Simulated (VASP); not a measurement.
Write the native input for VASP 6.6.1 that does the following.

| Quantity | Value |
| --- | --- |
| Task | single point |
| Functional | PBEsol |
| Potentials or basis | VASP PAW PBE potentials, release 64 (Pb_d) |
| Cutoff | 520 eV |
| k mesh | 9 × 9 × 5 |
| Occupations | fermi-dirac, width 0.05 eV |
| Spin | no spin polarisation |
| Dipole correction | no |
| Further INCAR settings | ALGO = Fast; EDIFF = 1e-06; NBANDS = 21 |

The structure of Pb lies in POSCAR:

```
Pb
1.0
    3.4800000000      0.0000000000      0.0000000000
   -1.7400000000      3.0137684052      0.0000000000
    0.0000000000      0.0000000000      5.5900000000
Pb
2
Direct
    0.6783200000      0.3518530000      0.7463950000
    0.3425190000      0.6872000000      0.2562440000
```

This cell differs from its parent crystal: atoms moved at random.

The input as run:

INCAR

```
SYSTEM = Pb
PREC     = Accurate       ! precision mode
ENCUT    = 520            ! plane-wave cutoff, eV
EDIFF    = 1E-6           ! SCF threshold, eV
ISMEAR   = -1             ! smearing method
SIGMA    = 0.05           ! smearing width, eV
LREAL    = .FALSE.        ! projectors in reciprocal space
LASPH    = .TRUE.         ! aspherical terms in the spheres
NELM     = 100            ! most SCF steps
ALGO     = Fast           ! electronic algorithm
ISIF     = 2              ! what is computed and relaxed
LWAVE    = .FALSE.        ! write WAVECAR
LCHARG   = .FALSE.        ! write CHGCAR
GGA      = PS             ! functional
NBANDS   = 21             ! bands
```

KPOINTS

```
Automatic mesh
0
G
  9 9 5
  0 0 0
```

Potentials or basis: VASP PAW PBE potentials, release 64 (Pb_d).

The run is started by

```bash
$ cat potpaw_PBE.64/Pb_d/POTCAR > POTCAR
$ mpirun -np 1 vasp_std > vasp.out
```

It gave:

```yaml
Pressure: 1.1 GPa
Largest_force: 0.076 eV/Å
Band_gap_on_the_k_mesh: zero (bands 14 and 15 overlap by 7.77 eV)
```

Caveat: the cell differs from its parent crystal (atoms moved at random); the PAW data sets were made with another functional, which shifts forces and pressure a little; spin-orbit coupling is left out, which moves the levels of the heavy elements.

It took 6.6 min on 1 thread of Intel Xeon 8259CL (shared host), peak memory 0.32 GiB.
